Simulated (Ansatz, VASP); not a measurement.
# GaP in VASP and in Ansatz

```xyz
4
Lattice="3.8180 0.0000 0.0000 -1.9090 3.3065 0.0000 0.0000 0.0000 6.3262" Properties=species:S:1:pos:R:3 pbc="T T T"
Ga    0.0000    2.2043    4.2620
Ga    1.9090    1.1022    2.0642
P     0.0000    0.0000    5.2285
P     0.0000    0.0000    1.0977
```

Alike in both runs: functional PBE; k mesh 12 × 12 × 8; occupations gaussian, width 0.1 eV; no spin polarisation.

Ansatz relaxed the structure, and its values are those at the end. VASP's run is a single point on that final structure, the one shown.

|  | VASP | Ansatz |
| --- | --- | --- |
| version | VASP 6.6.1 | Ansatz 0.2.0 |
| potentials or method | VASP PAW PBE potentials, release 64 (Ga_d, P), cutoff 520 eV | scalar-relativistic, plane waves, PAW |
| valence electrons in the cell | 36 | 36 |

```csv
,VASP,Ansatz,Ansatz less VASP
gap on the k mesh at the Fermi level (eV),none,none,-
pressure (GPa),0.0,0.0,+0.04
rms of the force components (eV/Å),0.017,0.000,-0.0171
```

A gap of «none» marks a metal or a gap that the smearing closes.
